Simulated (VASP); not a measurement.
Wanted: the native input for a VASP 6.6.1 run.

```
Task                   : single point
Functional             : PBEsol
Potentials or basis    : VASP PAW PBE potentials, release 64 (Na_pv, H, F)
Cutoff                 : 520 eV
k mesh                 : 9 × 9 × 9
Occupations            : gaussian, width 0.05 eV
Spin                   : no spin polarisation
Dipole correction      : no
Further INCAR settings : ALGO = Normal; EDIFF = 1e-07; NBANDS = 19
```

The structure of NaHF2 lies in POSCAR:

```
NaHF2
1.0
    1.8148674780      1.0478142270      4.4069271639
   -1.8148674780      1.0478142270      4.4069271639
    0.0000000000     -2.0956284539      4.4069271639
Na H F
1 1 2
Direct
    0.0000000000      0.0000000000      0.0000000000
    0.5000000000      0.5000000000      0.5000000000
    0.4100000000      0.4100000000      0.4100000000
    0.5900000000      0.5900000000      0.5900000000
```

This cell differs from its parent crystal: strain +0.050 along x and y, -0.050 along z.

These files were run (other wordings do the same):

INCAR

```
SYSTEM = NaHF2
ALGO     = Normal         ! electronic algorithm
EDIFF    = 1E-7           ! SCF threshold, eV
ENCUT    = 520            ! plane-wave cutoff, eV
GGA      = PS             ! functional
ISIF     = 2              ! what is computed and relaxed
ISMEAR   = 0              ! smearing method
LASPH    = .True.         ! aspherical terms in the spheres
LCHARG   = .False.        ! write CHGCAR
LREAL    = .False.        ! projectors in reciprocal space
LWAVE    = .False.        ! write WAVECAR
NBANDS   = 19             ! bands
NELM     = 100            ! most SCF steps
PREC     = Accurate       ! precision mode
SIGMA    = 0.05           ! smearing width, eV
```

KPOINTS

```
k-points
0
Gamma
  9 9 9
  0 0 0
```

Potentials or basis: VASP PAW PBE potentials, release 64 (Na_pv, H, F).

The run is started by

```sh
$ cat potpaw_PBE.64/Na_pv/POTCAR potpaw_PBE.64/H/POTCAR potpaw_PBE.64/F/POTCAR > POTCAR
$ mpirun -np 1 vasp_std > vasp.out
```

Results of the run:

The pressure is -2.9 GPa and the largest force is 1.208 eV/Å. The band gap on the k mesh is 6.62 eV, indirect (least direct gap 6.76 eV).

Caveat: the cell differs from its parent crystal (strain +0.050 along x and y, -0.050 along z); the PAW data sets were made with another functional, which shifts forces and pressure a little.

Wall time 57 s on 1 thread of Intel(R) Xeon(R) 6975P-C (Granite Rapids) (shared host), peak memory 0.23 GiB.
